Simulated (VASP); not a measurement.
P2C2O: single point with PBE+D3(BJ)

Crystal: P2C2O.

```
P C O
1.0
    -1.83569    1.83569    3.10748
     1.83569   -1.83569    3.10748
     1.83569    1.83569   -3.10748
P C O
2 2 1
Direct
  0.75000 0.25000 0.50000
  0.25000 0.75000 0.50000
  0.37955 0.37955 0.00000
  0.62045 0.62045 0.00000
  0.00000 0.00000 0.00000
```

The cell was built from a structure type or drawn by symmetry, and may not be a known phase.

```yaml
Program: VASP 6.6.1
Task: single point
Functional: PBE
Dispersion: D3(BJ)
Potentials_or_basis: VASP PAW PBE potentials, release 64 (P, C, O)
Cutoff: 520 eV
k_mesh: 14 × 14 × 14
Occupations: gaussian, width 0.1 eV
Spin: no spin polarisation
Dipole_correction: no
Further_INCAR_settings: ALGO = Normal; EDIFF = 1e-06; NBANDS = 20
```

```
Pressure                   : -0.3 GPa
Largest force              : 0.052 eV/Å
Band gap on the k mesh     : zero (bands 12 and 13 overlap by 5.59 eV)
Dispersion energy per atom : -0.316 eV
```

Forces on the atoms (eV/Å):
```
P    0.000  0.000  0.000
P    0.000  0.000  0.000
C    0.000  0.000 -0.052
C    0.000  0.000  0.052
O    0.000  0.000  0.000
```

Stress tensor (GPa, compression positive):
```
-0.44  0.00  0.00
 0.00 -0.44  0.00
 0.00  0.00  0.02
```

Levels at points of the mesh, in eV from the Fermi level:
```tsv
k point	band 10	band 11	band 12	band 13	band 14	band 15
(0.00, 0.00, 0.00)	-6.42	-4.12	-4.12	-2.72	-0.01	3.72
(0.50, 0.00, 0.00)	-3.22	-2.26	-2.08	0.23	2.26	2.40
(0.50, 0.50, 0.00)	-2.58	-2.37	2.16	3.83	3.95	4.47
(0.50, 0.50, 0.50)	-2.59	-2.54	-2.54	-1.12	1.49	2.24
```

It took 83 s on 1 thread of Intel(R) Xeon(R) 6975P-C (Granite Rapids), on a shared host, peak memory 0.31 GiB.
